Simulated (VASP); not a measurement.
# Al in VASP: relaxation of the atoms with LDA

Aim: the relaxation of the atoms of Al with LDA.

Program: VASP 6.6.1. These are calculated values, not measurements. Logs are shortened: lines on timing, memory, paths and dates and some standing lists are left out, and cuts for length are marked.

## (1) The cell of the first run

The cell holds a slab with vacuum, 17 atoms: a = 5.634 Å, b = 7.968 Å, c = 19.672 Å, α = 90.00°, β = 90.00°, γ = 90.00°.

## (2) Relaxation of the atoms, LDA

The input, INCAR:

```
PREC = Accurate
ENCUT = 520
EDIFF = 1E-7
ISMEAR = 0
SIGMA = 0.1
LREAL = Auto
LASPH = True
NELM = 60
ALGO = Normal
ISIF = 2
LWAVE = False
LCHARG = False
LDIPOL = True
IDIPOL = 3
DIPOL = 0.5 0.5 0.321
GGA = CA
IBRION = 2
NSW = 36
EDIFFG = -0.025
KPAR = 4
```

The input, KPOINTS:

```
Automatic mesh
0
Gamma
  5 4 1
```

The input, POSCAR:

```
Al
1.0
    5.6343731020      0.0000000000      0.0000000000
    0.0000000000      7.9682068563      0.0000000000
    0.0000000000      0.0000000000     19.6723116275
Al
17
Selective dynamics
Direct
    0.2500000000      0.2500000000      0.2033314679  F F F
    0.2500000000      0.7500000000      0.2033314679  F F F
    0.7500000000      0.2500000000      0.2033314679  F F F
    0.7500000000      0.7500000000      0.2033314679  F F F
    0.0000000000      0.0000000000      0.2749343025  F F F
    0.0000000000      0.5000000000      0.2749343025  F F F
    0.5000000000      0.0000000000      0.2749343025  F F F
    0.5000000000      0.5000000000      0.2749343025  F F F
    0.2500000000      0.2500000000      0.3484027381  F F F
    0.2500000000      0.7500000000      0.3484027381  F F F
    0.7500000000      0.2500000000      0.3484027381  F F F
    0.7500000000      0.7500000000      0.3484027381  F F F
    0.0000000000      0.0000000000      0.4154220298  F F F
    0.0000000000      0.5000000000      0.4154220298  F F F
    0.5000000000      0.0000000000      0.4154220298  F F F
    0.5000000000      0.5000000000      0.4154220298  F F F
    0.2500000000      0.2500000000      0.4900223557  F F T
```

Potentials or basis: VASP PAW LDA potentials, release 64 (Al).

Started as:

```sh
> cat potpaw_LDA.64/Al/POTCAR > POTCAR
> mpirun -np 4 vasp_std > vasp.out
```

OUTCAR:

```text
PREC = Accurate
   ENCUT = 520
   EDIFF = 1E-7
   ISMEAR = 0
   LREAL = Auto
   LASPH = True
   NELM = 60
   ISIF = 2
   GGA = CA
   IBRION = 2
   NSW = 36
   EDIFFG = -0.025

 ion  position               nearest neighbor table
   1  0.250  0.250  0.203-   3 2.82   3 2.82   6 2.82   7 2.82   8 2.82   5 2.82   9 2.85
   2  0.250  0.750  0.203-   4 2.82   4 2.82   6 2.82   7 2.82   8 2.82   5 2.82  10 2.85
   3  0.750  0.250  0.203-   1 2.82   1 2.82   6 2.82   7 2.82   8 2.82   5 2.82  11 2.85
   4  0.750  0.750  0.203-   2 2.82   2 2.82   6 2.82   7 2.82   8 2.82   5 2.82  12 2.85
   5  0.000  0.000  0.275-  13 2.76   7 2.82   7 2.82   4 2.82   1 2.82   2 2.82   3 2.82  11 2.84
                            12 2.84   9 2.84  10 2.84
   6  0.000  0.500  0.275-  14 2.76   8 2.82   8 2.82   4 2.82   1 2.82   2 2.82   3 2.82  11 2.84
                            12 2.84   9 2.84  10 2.84
   7  0.500  0.000  0.275-  15 2.76   5 2.82   5 2.82   4 2.82   1 2.82   2 2.82   3 2.82  11 2.84
                            12 2.84   9 2.84  10 2.84
   8  0.500  0.500  0.275-  16 2.76   6 2.82   6 2.82   4 2.82   1 2.82   2 2.82   3 2.82  11 2.84
                            12 2.84   9 2.84  10 2.84
   9  0.250  0.250  0.348-  13 2.77  14 2.77  15 2.77  16 2.77  17 2.79  11 2.82  11 2.82   8 2.84
                             5 2.84   6 2.84   7 2.84   1 2.85
  10  0.250  0.750  0.348-  13 2.77  14 2.77  15 2.77  16 2.77  12 2.82  12 2.82   7 2.84   8 2.84
                             5 2.84   6 2.84   2 2.85
  11  0.750  0.250  0.348-  13 2.77  14 2.77  15 2.77  16 2.77   9 2.82   9 2.82   7 2.84   8 2.84
                             5 2.84   6 2.84   3 2.85
  12  0.750  0.750  0.348-  13 2.77  14 2.77  15 2.77  16 2.77  10 2.82  10 2.82   7 2.84   8 2.84
                             5 2.84   6 2.84   4 2.85
  13  0.000  0.000  0.415-   5 2.76   9 2.77  10 2.77  11 2.77  12 2.77  15 2.82  15 2.82  17 2.85

  14  0.000  0.500  0.415-   6 2.76   9 2.77  10 2.77  11 2.77  12 2.77  16 2.82  16 2.82  17 2.85

  15  0.500  0.000  0.415-   7 2.76   9 2.77  10 2.77  11 2.77  12 2.77  13 2.82  13 2.82  17 2.85

  16  0.500  0.500  0.415-   8 2.76   9 2.77  10 2.77  11 2.77  12 2.77  14 2.82  14 2.82  17 2.85

  17  0.250  0.250  0.490-   9 2.79  13 2.85  14 2.85  15 2.85  16 2.85

  LATTYP: Found a simple orthorhombic cell.
 ALAT       =     5.6343731020
 B/A-ratio  =     1.4142135624
 C/A-ratio  =     3.4914818865

  Lattice vectors:

 A1 = (   5.6343731020,   0.0000000000,   0.0000000000)
 A2 = (   0.0000000000,   7.9682068563,   0.0000000000)
 A3 = (   0.0000000000,   0.0000000000,  19.6723116275)

Analysis of symmetry for initial positions (statically):
=====================================================================
 Subroutine PRICEL returns:
 Original cell was already a primitive cell.

 Routine SETGRP: Setting up the symmetry group for a
 simple orthorhombic supercell.

[... 192 lines left out ...]

 number of electron      51.0000001 magnetization

 Free energy of the ion-electron system (eV)
  ---------------------------------------------------
  ext. energy  EPLUGINS =         0.00000000
  ---------------------------------------------------
  free energy    TOTEN  =       -64.67067063 eV

  energy without entropy =      -64.61806570  energy(sigma->0) =      -64.64436817

------------------------ aborting loop because EDIFF is reached ----------------------------------------

  FORCE on cell =-STRESS in cart. coord.  units (eV):
  Direction    XX          YY          ZZ          XY          YZ          ZX
  --------------------------------------------------------------------------------------
  -------------------------------------------------------------------------------------
  Total      -10.5718153     -4.2015475     -1.3288332      0.0000000      0.0000000      0.0000000
  in kB      -19.1777897     -7.6218126     -2.4105683      0.0000000      0.0000000      0.0000000
  external PRESSURE =      -9.7367235 kB  Pullay stress =       0.0000000 kB
[... 142 lines left out ...]
 number of electron      51.0000001 magnetization

------------------------ aborting loop because EDIFF is reached ----------------------------------------

 vacuum level on the upper side and lower side of the slab       (xc-potential included)         0.065        -0.075

  FORCE on cell =-STRESS in cart. coord.  units (eV):
  Direction    XX          YY          ZZ          XY          YZ          ZX
  --------------------------------------------------------------------------------------
  -------------------------------------------------------------------------------------
  Total      -10.2470031     -3.6102770      0.3814350      0.0000000      0.0000000      0.0000000
  in kB      -18.5885644     -6.5492189      0.6919417      0.0000000      0.0000000      0.0000000
  external PRESSURE =      -8.1486139 kB  Pullay stress =       0.0000000 kB
[... 38 lines left out ...]
--------------------------------------- Ionic step        5  -------------------------------------------

 number of electron      51.0000001 magnetization

 dipolmoment           0.000000      0.000000      0.033233 electrons x Angstroem

 Free energy of the ion-electron system (eV)
  ---------------------------------------------------
  ext. energy  EPLUGINS =         0.00000000
  ---------------------------------------------------
  free energy    TOTEN  =       -64.69190026 eV

  energy without entropy =      -64.63901859  energy(sigma->0) =      -64.66545942

 E-fermi :  -0.4415     XC(G=0):  -4.3427

 val. band max:       -0.4627105700   @ k =   0.2000   0.5000   0.0000
 cond. band min:      -0.4107490226   @ k =   0.0000   0.2500   0.0000
 fundamental gap:      0.0519615474
 Fermi energy:        -0.4415388296

 k-point     1 :       0.0000    0.0000    0.0000
  band No.  band energies     occupation
      1     -10.9377      2.00000
      2      -8.7747      2.00000
      3      -8.6822      2.00000
      4      -8.4918      2.00000
      5      -6.6601      2.00000
      6      -6.3979      2.00000
[... 322 lines left out ...]
     33       1.3603      0.00000
     34       1.4875      0.00000

------------------------ aborting loop because EDIFF is reached ----------------------------------------

 vacuum level on the upper side and lower side of the slab       (xc-potential included)        -0.076        -0.204

  FORCE on cell =-STRESS in cart. coord.  units (eV):
  Direction    XX          YY          ZZ          XY          YZ          ZX
  --------------------------------------------------------------------------------------
  -------------------------------------------------------------------------------------
  Total      -10.4244848     -3.8815251     -0.3603221      0.0000000      0.0000000      0.0000000
  in kB      -18.9105250     -7.0412763     -0.6536420      0.0000000      0.0000000      0.0000000
  external PRESSURE =      -8.8684811 kB  Pullay stress =       0.0000000 kB
[... 32 lines left out ...]
  FREE ENERGIE OF THE ION-ELECTRON SYSTEM (eV)
  ---------------------------------------------------
  free  energy   TOTEN  =       -64.6919002594 eV

  energy  without entropy=      -64.6390185891  energy(sigma->0) =      -64.66545942

 reached required accuracy - stopping structural energy minimisation

 vacuum level on the upper side and lower side of the slab         3.839         3.709
```

OSZICAR:

```text
N       E                     dE             d eps       ncg     rms          rms(c)
DAV:   1     0.198828876255E+03    0.19883E+03   -0.14982E+04   612   0.104E+03
DAV:   2    -0.534368332647E+02   -0.25227E+03   -0.24493E+03   814   0.173E+02
DAV:   3    -0.678712161570E+02   -0.14434E+02   -0.13988E+02   774   0.422E+01
[... 68 lines left out ...]
DAV:   8    -0.646918988838E+02   -0.14561E-05   -0.20755E-06   856   0.578E-03    0.242E-03
DAV:   9    -0.646918994401E+02   -0.55628E-06   -0.30742E-07   646   0.239E-03    0.658E-04
DAV:  10    -0.646918995840E+02   -0.14390E-06   -0.67941E-08   374   0.117E-03    0.644E-04
DAV:  11    -0.646919001938E+02   -0.60973E-06   -0.34380E-08   412   0.785E-04    0.327E-04
DAV:  12    -0.646919002594E+02   -0.65649E-07   -0.81029E-09   330   0.524E-04
   5 F= -.64691900E+02 E0= -.64665459E+02  d E =-.212296E-01
```

CONTCAR:

```text
Al
   1.00000000000000
     5.6343731019999996    0.0000000000000000    0.0000000000000000
     0.0000000000000000    7.9682068563000001    0.0000000000000000
     0.0000000000000000    0.0000000000000000   19.6723116275000010
  Al
    17
Selective dynamics
Direct
     0.2500000000000000    0.2500000000000000    0.2033314679000000   F   F   F
     0.2500000000000000    0.7500000000000000    0.2033314679000000   F   F   F
     0.7500000000000000    0.2500000000000000    0.2033314679000000   F   F   F
     0.7500000000000000    0.7500000000000000    0.2033314679000000   F   F   F
     0.0000000000000000    0.0000000000000000    0.2749343025000002   F   F   F
     0.0000000000000000    0.5000000000000000    0.2749343025000002   F   F   F
[... 8 lines left out ...]
     0.5000000000000000    0.0000000000000000    0.4154220297999984   F   F   F
     0.5000000000000000    0.5000000000000000    0.4154220297999984   F   F   F
     0.2500000000000000    0.2500000000000000    0.4846295166573122   F   F   T

  0.00000000E+00  0.00000000E+00  0.00000000E+00
  0.00000000E+00  0.00000000E+00  0.00000000E+00
  0.00000000E+00  0.00000000E+00  0.00000000E+00
  0.00000000E+00  0.00000000E+00  0.00000000E+00
  0.00000000E+00  0.00000000E+00  0.00000000E+00
  0.00000000E+00  0.00000000E+00  0.00000000E+00
[... 9 lines left out ...]
  0.00000000E+00  0.00000000E+00  0.00000000E+00
  0.00000000E+00  0.00000000E+00  0.00000000E+00
```

Wall time 9.4 min (4 MPI ranks of Intel Xeon Platinum 8488C (Sapphire Rapids), shared host); peak memory 0.65 GiB.

Results:

```
Free energy               : -64.6919 eV
Energy gained by relaxing : 1.2 meV/atom
Ionic steps               : 5
Band gap on the k mesh    : zero (an odd number of electrons rules out a gap without spin polarisation)
```

Step by step:
| step | energy change (eV) | largest force on free atoms (eV/Å) | pressure (GPa) |
| --- | --- | --- | --- |
| 1 | 0.0000 | 0.3700 | -0.97 |
| 2 | -0.0061 | 0.3161 | -0.96 |
| 3 | -0.0185 | 0.1384 | -0.92 |
| 4 | -0.0116 | 0.2888 | -0.81 |
| 5 | -0.0212 | 0.0166 | -0.89 |

Final structure:
```xyz
17
Lattice="5.6344 0.0000 0.0000 0.0000 7.9682 0.0000 0.0000 0.0000 19.6723" Properties=species:S:1:pos:R:3 pbc="T T T"
Al    1.4086    1.9921    4.0000
Al    1.4086    5.9762    4.0000
Al    4.2258    1.9921    4.0000
Al    4.2258    5.9762    4.0000
Al    0.0000    0.0000    5.4086
Al    0.0000    3.9841    5.4086
Al    2.8172    0.0000    5.4086
Al    2.8172    3.9841    5.4086
Al    1.4086    1.9921    6.8539
Al    1.4086    5.9762    6.8539
Al    4.2258    1.9921    6.8539
Al    4.2258    5.9762    6.8539
Al    0.0000    0.0000    8.1723
Al    0.0000    3.9841    8.1723
Al    2.8172    0.0000    8.1723
Al    2.8172    3.9841    8.1723
Al    1.4086    1.9921    9.5338
```

Levels at points of the mesh, in eV from the Fermi level:
```tsv
k point	band 22	band 23	band 24	band 25	band 26	band 27	band 28	band 29	band 30	band 31
(0.00, 0.00, 0.00)	-1.09	-0.75	-0.71	-0.66	-0.38	-0.06	0.06	0.82	0.93	1.53
(0.00, 0.50, 0.00)	-0.96	-0.95	-0.86	-0.46	-0.41	0.14	0.19	0.30	0.91	0.99
```

The gap in the log of VASP goes by the Fermi energy; the results here count the filled bands.